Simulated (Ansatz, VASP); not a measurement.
**HfC in VASP and in Ansatz**

```
Hf C
1.0
     3.08336    0.00000    0.00000
    -1.54168    2.67027    0.00000
     0.00000    0.00000    2.82396
Hf C
1 1
Direct
  0.00000 0.00000 0.00000
  0.33333 0.66667 0.50000
```

Change from the starting cell: volume scaled by 0.88, LAPW.

Alike in both runs: task single point; functional PBE; k mesh 14 × 14 × 13; occupations fermi-dirac, width 0.08 eV; no spin polarisation.

|  | VASP | Ansatz |
| --- | --- | --- |
| version | VASP 6.6.1 | Ansatz 0.2.0 |
| potentials or method | VASP PAW PBE potentials, release 64 (Hf_pv, C), cutoff 520 eV | all-electron LAPW, scalar-relativistic |

|  | VASP | Ansatz | Ansatz less VASP |
| --- | --- | --- | --- |
| pressure (GPa) | 31.5 | 32.3 | +0.79 |
| traceless stress, the component that is largest in VASP (GPa) | -0.55 | 0.06 | +0.612 |

Both programs put the cell under a high pressure, so it lies far from rest at this level. Ansatz ran all-electron here, and VASP with PAW potentials.

Spin-orbit coupling is off throughout.
